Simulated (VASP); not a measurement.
CaSe: vibrations by perturbation theory with PBEsol

CaSe:

```
CELL_PARAMETERS angstrom
0.00000 3.25146 3.25146
3.25146 0.00000 3.25146
3.25146 3.25146 0.00000
ATOMIC_POSITIONS crystal
Ca 0.00000 0.00000 0.00000
Se 0.25000 0.25000 0.25000
```

- Program: VASP 6.6.1
- Task: vibrations by perturbation theory
- Functional: PBEsol
- Potentials or basis: VASP PAW PBE potentials, release 64 (Ca_sv, Se)
- Cutoff: 520 eV
- k mesh: 6 × 6 × 6
- Occupations: gaussian, width 0.01 eV
- Spin: no spin polarisation
- Dipole correction: no
- Further INCAR settings: ALGO = Normal; EDIFF = 1e-08; NBANDS = 15; IBRION = 8; NSW = 1

| Property | Result |
| --- | --- |
| Electronic dielectric tensor (diagonal) | 3.99 |
| Born charges (mean of the diagonal) | Ca +1.94; Se -1.94 e |
| Highest phonon frequency at Γ, LO-TO splitting left out | 206 cm⁻¹ |

Phonon frequencies in cm⁻¹ (negative: imaginary):
| q point | frequencies |
| --- | --- |
| (0.000, 0.000, 0.000) | 0 0 0 206 206 206 |

Electronic dielectric tensor:
```
3.99 0.00 0.00
0.00 3.99 0.00
0.00 0.00 3.99
```

Born effective charge tensors (e):
atom 1, Ca
```
1.94 0.00 0.00
0.00 1.94 0.00
0.00 0.00 1.94
```
atom 2, Se
```
-1.94  0.00  0.00
 0.00 -1.94  0.00
 0.00  0.00 -1.94
```

It took 5.1 min on 1 thread of Intel(R) Xeon(R) 6975P-C (Granite Rapids), with other jobs on the host, peak memory 0.32 GiB.
